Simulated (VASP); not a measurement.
Crystal: CaSe.

```
Ca Se
1.0
     0.00000    2.96753    2.96753
     2.96753    0.00000    2.96753
     2.96753    2.96753    0.00000
Ca Se
1 1
Direct
  0.00000 0.00000 0.00000
  0.50000 0.50000 0.50000
```

Base run:

| Item | Value |
| --- | --- |
| Program | VASP 6.6.1 |
| Functional | r2SCAN |
| Potentials or basis | VASP PAW PBE potentials, release 64 (Ca_sv, Se) |
| Cutoff | 520 eV |
| k mesh | 6 × 6 × 6 |
| Occupations | gaussian, width 0.01 eV |
| Spin | no spin polarisation |

Its results: band gap on the k mesh 2.52 eV, indirect (least direct gap 3.46 eV); pressure 0.2 GPa.

The run is repeated on the same cell with these changes: functional from r2SCAN to PBE. What comes out?

Band gap on the k mesh 2.05 eV, indirect (least direct gap 2.97 eV); pressure 0.7 GPa.

r2SCAN gives the wider gap, since meta-GGAs in the generalised Kohn-Sham scheme recover part of the derivative discontinuity.

Caveats: the PAW data sets were made with another functional, which shifts forces and pressure a little (some runs).

A k mesh can miss the band edges.
